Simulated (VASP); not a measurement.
Here is a VASP 6.6.1 calculation.

The input POSCAR:

```
Cu
1.0
    2.3690857482      0.0000000000      0.0000000000
    0.0000000000      2.3690857482      0.0000000000
    0.0000000000      0.0000000000      2.3690857482
Cu
1
Direct
    0.0000000000      0.0000000000      0.0000000000
```

File INCAR.step1:

```
ALGO     = Normal         # electronic algorithm
EDIFF    = 1E-4           # SCF threshold, eV
ENCUT    = 520            # plane-wave cutoff, eV
GGA      = PE             # functional
ISMEAR   = -1             # smearing method
LASPH    = T              # aspherical terms in the spheres
LCHARG   = F              # write CHGCAR
LREAL    = F              # projectors in reciprocal space
LWAVE    = T              # write WAVECAR
NBANDS   = 12             # bands
NELM     = 80             # most SCF steps
PREC     = Accurate       # precision mode
SIGMA    = 0.1            # smearing width, eV
```

Contents of INCAR.step2:

```
ALGO     = Normal         # electronic algorithm
EDIFF    = 1E-6           # SCF threshold, eV
ENCUT    = 520            # plane-wave cutoff, eV
ISIF     = 2              # what is computed and relaxed
ISMEAR   = -1             # smearing method
ISTART   = 1            
LASPH    = T              # aspherical terms in the spheres
LCHARG   = F              # write CHGCAR
LMIXTAU  = T            
LREAL    = F              # projectors in reciprocal space
LWAVE    = F              # write WAVECAR
METAGGA  = R2SCAN         # meta-GGA
NBANDS   = 12             # bands
NELM     = 80             # most SCF steps
PREC     = Accurate       # precision mode
SIGMA    = 0.1            # smearing width, eV
```

The input KPOINTS:

```
k-points
0
Gamma
  22 22 22
```

Potentials or basis: VASP PAW PBE potentials, release 64 (Cu).

The run is started by

```bash
$ cat potpaw_PBE.64/Cu/POTCAR > POTCAR
$ cp INCAR.step1 INCAR
$ mpirun -np 1 vasp_std > vasp.out
$ cp INCAR.step2 INCAR
$ mpirun -np 1 vasp_std > vasp.out
```

(1) Predict the pressure.

## Answers

(1) 1.3 GPa.

Caveat: the PAW data sets were made with another functional, which shifts forces and pressure a little.
